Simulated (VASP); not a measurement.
# CdS (P6_3/mmc) in VASP: further runs, part 2 of 2

VASP 6.6.1.

## 3. Single point, PBE

Contents of INCAR:

```
SYSTEM = CdS
ALGO = Normal
EDIFF = 1E-6
ENCUT = 520
GGA = PE
ISIF = 2
ISMEAR = 0
LASPH = .True.
LCHARG = .False.
LREAL = .False.
LWAVE = .False.
NBANDS = 26
NELM = 100
PREC = Accurate
SIGMA = 0.2
```

Contents of KPOINTS:

```
k-points
0
Gamma
  6 6 4
  0 0 0
```

Contents of POSCAR:

```
CdS
1.0
    4.4085296290      0.0000000000      0.0000000000
   -2.2042648145      3.8178986521      0.0000000000
    0.0000000000      0.0000000000      5.7481182101
Cd S
2 2
Direct
    0.3333333333      0.6666666667      0.2500000000
    0.6666666667      0.3333333333      0.7500000000
    0.6666666667      0.3333333333      0.2500000000
    0.3333333333      0.6666666667      0.7500000000
```

Potentials or basis: VASP PAW PBE potentials, release 64 (Cd, S).

Launch:

```bash
$ cat potpaw_PBE.64/Cd/POTCAR potpaw_PBE.64/S/POTCAR > POTCAR
$ mpirun -np 1 vasp_std > vasp.out
```

OUTCAR:

```text
SYSTEM = CdS
   EDIFF = 1E-6
   ENCUT = 520
   GGA = PE
   ISIF = 2
   ISMEAR = 0
   LASPH = .True.
   LREAL = .False.
   NELM = 100
   PREC = Accurate

 ion  position               nearest neighbor table
   1  0.333  0.667  0.250-   3 2.55   3 2.55   3 2.55   4 2.87   4 2.87
   2  0.667  0.333  0.750-   4 2.55   4 2.55   4 2.55   3 2.87   3 2.87
   3  0.667  0.333  0.250-   1 2.55   1 2.55   1 2.55   2 2.87   2 2.87
   4  0.333  0.667  0.750-   2 2.55   2 2.55   2 2.55   1 2.87   1 2.87

  LATTYP: Found a hexagonal cell.
 ALAT       =     4.4085296290
 C/A-ratio  =     1.3038628962

  Lattice vectors:

 A1 = (   4.4085296290,   0.0000000000,   0.0000000000)
 A2 = (  -2.2042648145,   3.8178986521,   0.0000000000)
 A3 = (   0.0000000000,   0.0000000000,   5.7481182101)

Analysis of symmetry for initial positions (statically):
=====================================================================
 Subroutine PRICEL returns:
 Original cell was already a primitive cell.

 Routine SETGRP: Setting up the symmetry group for a
 hexagonal supercell.

 Subroutine GETGRP returns: Found 24 space group operations
 (whereof 12 operations were pure point group operations)
 out of a pool of 24 trial point group operations.

The static configuration has the point symmetry D_3d.
 The point group associated with its full space group is D_6h.

Analysis of symmetry for dynamics (positions and initial velocities):
=====================================================================
 Subroutine PRICEL returns:
 Original cell was already a primitive cell.

 Routine SETGRP: Setting up the symmetry group for a
 hexagonal supercell.

 Subroutine GETGRP returns: Found 24 space group operations
 (whereof 12 operations were pure point group operations)
 out of a pool of 24 trial point group operations.
[... 117 lines left out ...]
   ISMEAR =     0;   SIGMA  =   0.20  broadening in eV -4-tet -1-fermi 0-gaus
   EFERMI_NEDOS =   21; number of points for ismear=-14 and -15
   IALGO  =     38    algorithm
   IMIX   =      4    mixing-type and parameters
     AMIX     =   0.40;   BMIX     =  1.00
     AMIX_MAG =   1.60;   BMIX_MAG =  1.00
  volume/ion in A,a.u.               =      24.19       163.22
  Fermi-wavevector in a.u.,A,eV,Ry     =   1.177500  2.225153 18.864574  1.386507
  Thomas-Fermi vector in A             =   2.313846
   LORBIT       =      0    0 simple, 1 ext, 2 COOP (PROOUT), +10 PAW based schemes
   GGA     = PE    functional components
   LHFCALC =     F    Hartree Fock is set to
   AEXX    =    0.0000 exact exchange contribution
   IVDW    =     0    specifies the selected vdW correction
   LEPSILON=     F    determine dielectric tensor
   LRPA    =     F    only Hartree local field effects (RPA)
 non-spin polarized calculation
 Gauss-broadening in eV      SIGMA  =   0.20
  energy-cutoff  :      520.00
  volume of cell :       96.75
 maximum number of plane-waves:      2631
 NGX is ok and might be reduce to    36
   NGX = 17   NGY = 17   NGZ = 21

 number of electron      36.0000001 magnetization

 Free energy of the ion-electron system (eV)
  ---------------------------------------------------
  ext. energy  EPLUGINS =         0.00000000
  ---------------------------------------------------
  free energy    TOTEN  =       -11.91884906 eV

  energy without entropy =      -11.91884184  energy(sigma->0) =      -11.91884545

 E-fermi :   2.0936     XC(G=0):  -9.2933

 val. band max:        1.5736553818   @ k =   0.3333   0.3333   0.5000
 cond. band min:       2.5635116673   @ k =   0.0000   0.0000   0.0000
 fundamental gap:      0.9898562855
 Fermi energy:         2.0936367000

 k-point     1 :       0.0000    0.0000    0.0000
  band No.  band energies     occupation
      1     -10.8508      2.00000
      2     -10.1562      2.00000
      3      -6.2310      2.00000
      4      -6.2310      2.00000
      5      -6.2180      2.00000
      6      -6.2180      2.00000
[... 598 lines left out ...]
     25       9.3699      0.00000
     26       9.3699      0.00000

------------------------ aborting loop because EDIFF is reached ----------------------------------------

  FORCE on cell =-STRESS in cart. coord.  units (eV):
  Direction    XX          YY          ZZ          XY          YZ          ZX
  --------------------------------------------------------------------------------------
  -------------------------------------------------------------------------------------
  Total        1.1021679      1.1021679      1.0307157      0.0000000      0.0000000      0.0000000
  in kB       18.2521686     18.2521686     17.0689034      0.0000000      0.0000000      0.0000000
  external PRESSURE =      17.8577469 kB  Pullay stress =       0.0000000 kB

 VOLUME and BASIS-vectors are now :
 -----------------------------------------------------------------------------
  energy-cutoff  :      520.00
  volume of cell :       96.75
      direct lattice vectors                 reciprocal lattice vectors
     4.408529629  0.000000000  0.000000000     0.226833000  0.130962093  0.000000000
    -2.204264815  3.817898652  0.000000000     0.000000000  0.261924187  0.000000000
     0.000000000  0.000000000  5.748118210     0.000000000  0.000000000  0.173969978

 POSITION                                       TOTAL-FORCE (eV/Angst)
 -----------------------------------------------------------------------------------
     -0.00000      2.54527      1.43703        -0.000000     -0.000000     -0.000000
      2.20426      1.27263      4.31109        -0.000000     -0.000000     -0.000000
      2.20426      1.27263      1.43703        -0.000000      0.000000      0.000000
     -0.00000      2.54527      4.31109         0.000000      0.000000      0.000000
 -----------------------------------------------------------------------------------
    total drift:                               -0.000000      0.000000      0.000000

  FREE ENERGIE OF THE ION-ELECTRON SYSTEM (eV)
  ---------------------------------------------------
  free  energy   TOTEN  =       -11.9188490645 eV

  energy  without entropy=      -11.9188418442  energy(sigma->0) =      -11.91884545
```

OSZICAR:

```text
N       E                     dE             d eps       ncg     rms          rms(c)
DAV:   1     0.248576342071E+03    0.24858E+03   -0.17664E+04  1092   0.128E+03
DAV:   2     0.666431486668E+00   -0.24791E+03   -0.23894E+03  1204   0.319E+02
DAV:   3    -0.129651004316E+02   -0.13632E+02   -0.13553E+02  1314   0.748E+01
DAV:   4    -0.131012612665E+02   -0.13616E+00   -0.13608E+00  1212   0.727E+00
DAV:   5    -0.131033817882E+02   -0.21205E-02   -0.21204E-02  1266   0.912E-01    0.108E+01
DAV:   6    -0.119506529883E+02    0.11527E+01   -0.19903E+00  1382   0.145E+01    0.882E+00
DAV:   7    -0.119210931684E+02    0.29560E-01   -0.76024E-01  1160   0.465E+00    0.433E+00
DAV:   8    -0.119203684950E+02    0.72467E-03   -0.87487E-02  1190   0.301E+00    0.551E-01
DAV:   9    -0.119184715755E+02    0.18969E-02   -0.17310E-02  1232   0.160E+00    0.171E-01
DAV:  10    -0.119186727316E+02   -0.20116E-03   -0.15649E-03  1178   0.386E-01    0.119E-01
DAV:  11    -0.119187473800E+02   -0.74648E-04   -0.17695E-04  1240   0.827E-02    0.118E-01
DAV:  12    -0.119188332550E+02   -0.85875E-04   -0.10634E-04  1122   0.515E-02    0.415E-02
DAV:  13    -0.119188483568E+02   -0.15102E-04   -0.33789E-05  1200   0.491E-02    0.166E-02
DAV:  14    -0.119188490645E+02   -0.70779E-06   -0.21553E-06  1046   0.143E-02
   1 F= -.11918849E+02 E0= -.11918845E+02  d E =-.722036E-05
```

stdout:

```text
POSCAR found type information on POSCAR CdS
 POSCAR found :  2 types and       4 ions
 scaLAPACK will be used
 LDA part: xc-table for (Slater+PW92), standard interpolation
 POSCAR, INCAR and KPOINTS ok, starting setup
 FFT: planning ... GRIDC
 FFT: planning ... GRID_SOFT
 FFT: planning ... GRID
 WAVECAR not read
 entering main loop
```

Run time: 34 s. Hardware: 1 thread of Intel Xeon Platinum 8375C at 2.90GHz (Ice Lake), shared host; peak memory 0.25 GiB.

What came out:

```
Free energy            : -11.9188 eV
Pressure               : 1.8 GPa
Band gap on the k mesh : 0.99 eV, indirect (least direct gap 1.26 eV)
```

Levels at points of the mesh, in eV from the valence-band top:
```tsv
k point	band 14	band 15	band 16	band 17	band 18	band 19	band 20	band 21	band 22	band 23
(0.00, 0.00, 0.00)	-1.23	-1.23	-0.34	-0.27	-0.27	0.99	1.08	5.67	5.67	7.11
(0.50, 0.00, 0.00)	-3.36	-2.46	-2.42	-1.32	-1.11	2.51	3.75	6.19	6.79	8.07
(0.00, 0.00, 0.50)	-2.19	-0.72	-0.72	-0.72	-0.72	2.89	2.89	5.80	5.80	5.80
(0.50, 0.00, 0.50)	-4.36	-1.79	-1.79	-0.38	-0.38	3.83	3.83	5.12	5.12	7.55
```

A k mesh can miss the band edges. Expect the measured gap to be larger: semilocal functionals such as PBE lack the derivative discontinuity.
